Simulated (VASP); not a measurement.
# SiC: relaxation of cell and atoms with PBEsol

Crystal: SiC.

```
Si C
1.0
     2.17900    2.17900    0.00000
    -2.17900    2.17900    0.00000
     0.00000    2.17900    2.17900
Si C
1 1
Direct
  0.00000 0.00000 0.00000
  0.75000 0.25000 0.50000
```

```
Program                : VASP 6.6.1
Task                   : relaxation of cell and atoms
Functional             : PBEsol
Potentials or basis    : VASP PAW PBE potentials, release 64 (Si, C)
Cutoff                 : 600 eV
k mesh                 : 14 × 14 × 14
Occupations            : fermi-dirac, width 0.1 eV
Spin                   : no spin polarisation
Dipole correction      : no
Further INCAR settings : ALGO = Normal; EDIFF = 1e-07; IBRION = 2; EDIFFG = -0.002; NSW = 100; ISIF = 3
```

* Relaxed volume: 10.35 Å³/atom
* Relaxed cell: a = 3.082 Å, b = 3.082 Å, c = 3.082 Å, α = 60.00°, β = 60.00°, γ = 90.00°
* Space group after relaxing (to 0.05 Å): F-43m (No. 216)
* Energy gained by relaxing: 0.0 meV/atom
* Ionic steps: 3
* Pressure after relaxing: 0.0 GPa
* Band gap on the k mesh: 1.23 eV, indirect (least direct gap 4.44 eV)

Final structure:
```cif
data_structure
_symmetry_space_group_name_H-M 'P 1'
_symmetry_Int_Tables_number 1
_cell_length_a 3.0818
_cell_length_b 3.0818
_cell_length_c 3.0818
_cell_angle_alpha 60.000
_cell_angle_beta 60.000
_cell_angle_gamma 90.000
_cell_volume 20.70
loop_
_atom_site_label
_atom_site_type_symbol
_atom_site_fract_x
_atom_site_fract_y
_atom_site_fract_z
_atom_site_occupancy
Si1 Si 0.00000 0.00000 0.00000 1
C1 C 0.75000 0.25000 0.50000 1
```

Levels at points of the mesh, in eV from the valence-band top:
```
           k point  band 2  band 3  band 4  band 5  band 6  band 7
(0.00, 0.00, 0.00)    0.00    0.00    0.00    6.18    7.24    7.24
(0.50, 0.00, 0.00)   -8.60   -1.06   -1.06    5.37    7.14    7.14
(0.50, 0.50, 0.00)   -7.83   -3.21   -3.21    1.23    4.20   13.95
```

Run time: 17 s on 1 thread of Intel(R) Xeon(R) 6975P-C (Granite Rapids), with other jobs on the host, peak memory 0.16 GiB.

Caveat: the PAW data sets were made with another functional, which shifts forces and pressure a little. A hybrid or GW would open this gap; PBEsol tends to underestimate it.
